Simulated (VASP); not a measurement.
Here is a VASP 6.6.1 calculation.

Contents of POSCAR:

```
MnO
1.0
    0.0000000000      2.2230000000      2.2230000000
    2.2230000000      0.0000000000      2.2230000000
    2.2230000000      2.2230000000      0.0000000000
Mn O
1 1
Direct
    0.0000000000      0.0000000000      0.0000000000
    0.5000000000      0.5000000000      0.5000000000
```

Contents of INCAR.step1:

```
SYSTEM = MnO
PREC = Accurate ; ENCUT = 660
ISMEAR = 1 ; SIGMA = 0.2
LREAL = .FALSE. ; LASPH = .TRUE.
NELM = 200 ; ISPIN = 2
MAGMOM = 2.8 0 ; LMAXMIX = 4
LDAU = .TRUE. ; LDAUTYPE = 2
LDAUL = 2 -1 ; LDAUU = 3 0
LDAUJ = 0 0 ; NBANDS = 20
GGA = PE ; ALGO = Normal
EDIFF = 1E-5 ; LWAVE = .TRUE.
LCHARG = .FALSE. ; GGA_COMPAT = .FALSE.
```

The input INCAR.step2:

```
SYSTEM = MnO
PREC = Accurate ; ENCUT = 660
EDIFF = 1E-6 ; ISMEAR = 1
SIGMA = 0.2 ; LREAL = .FALSE.
LASPH = .TRUE. ; NELM = 200
ALGO = Normal ; ISIF = 2
LWAVE = .FALSE. ; LCHARG = .FALSE.
ISPIN = 2 ; MAGMOM = 2.8 0
LORBIT = 11 ; LMAXMIX = 4
LDAU = .TRUE. ; LDAUTYPE = 2
LDAUL = 2 -1 ; LDAUU = 3 0
LDAUJ = 0 0 ; LDAUPRINT = 1
METAGGA = R2SCAN ; LMIXTAU = .TRUE.
NBANDS = 20 ; ISTART = 1
GGA_COMPAT = .FALSE.
```

File KPOINTS:

```
Automatic mesh
0
G
  5 5 5
  0 0 0
```

Potentials or basis: VASP PAW PBE potentials, release 64 (Mn_pv, O).

Command:

```sh
$ cat potpaw_PBE.64/Mn_pv/POTCAR potpaw_PBE.64/O/POTCAR > POTCAR
$ cp INCAR.step1 INCAR
$ mpirun -np 1 vasp_std > vasp.out
$ cp INCAR.step2 INCAR
$ mpirun -np 1 vasp_std > vasp.out
```

Q: Estimate the net moment.

A: 5.00 μB per cell.

Q: What does it give for the pressure?

A: 2.4 GPa.

Q: What does it give for the site moments?

A: Mn +4.64; O +0.17 μB.

Eigenvalues of the final occupation matrices:
```
    site  spin  trace               eigenvalues
site 1 d     1   4.79  0.94 0.94 0.94 0.98 0.98
site 1 d     2   0.19  0.02 0.02 0.02 0.07 0.07
```

Caveat: the k points lie up to 0.49 Å⁻¹ apart; the PAW data sets were made with another functional, which shifts forces and pressure a little; an odd mesh through Γ misses points on the zone boundary, where band edges can lie; a cell with one magnetic atom can't hold antiferromagnetic order, which such compounds often take. The state reached can hang on the start; a lower one may exist.
